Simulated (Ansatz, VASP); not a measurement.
C in VASP and in Ansatz

```xyz
4
Lattice="-2.7808 2.7808 1.6076 2.7808 -2.7808 1.6076 2.7808 2.7808 -1.6076" Properties=species:S:1:pos:R:3 pbc="T T T"
C     0.9944    0.9944    0.0000
C     1.7864    1.7864    1.6076
C     1.7864   -1.7864    1.6076
C    -1.7864    1.7864    1.6076
```

Alike in both runs: task single point; functional PBE; k mesh 6 × 6 × 6; occupations gaussian, width 0.1 eV; no spin polarisation.

|  | VASP | Ansatz |
| --- | --- | --- |
| version | VASP 6.6.1 | Ansatz 0.2.0 |
| potentials or method | VASP PAW PBE potentials, release 64 (C), cutoff 520 eV | scalar-relativistic, plane waves, PAW |
| valence electrons in the cell | 16 | 16 |

VASP gave:

| Item | Value |
| --- | --- |
| gap on the k mesh at the Fermi level (eV) | 0.71 |
| least direct gap on the mesh (eV) | 0.71 |
| pressure (GPa) | -63.9 |
| traceless stress, the component that is largest in VASP (GPa) | -3.41 |
| rms of the force components (eV/Å) | 0.318 |

Q: Which values does Ansatz return?

A: gap on the k mesh at the Fermi level (eV): 0.71; least direct gap on the mesh (eV): 0.71; pressure (GPa): -64.0; traceless stress, the component that is largest in VASP (GPa): -3.40; rms of the force components (eV/Å): 0.320.

Atom by atom the forces differ by 0.001 eV/Å (rms over components). Both programs put the cell under strong tension, so it lies far from rest at this level. The functional is the same, so the differences come from potentials, cutoffs and numerics.

Noted on VASP's run: the cell as given lies far from equilibrium.
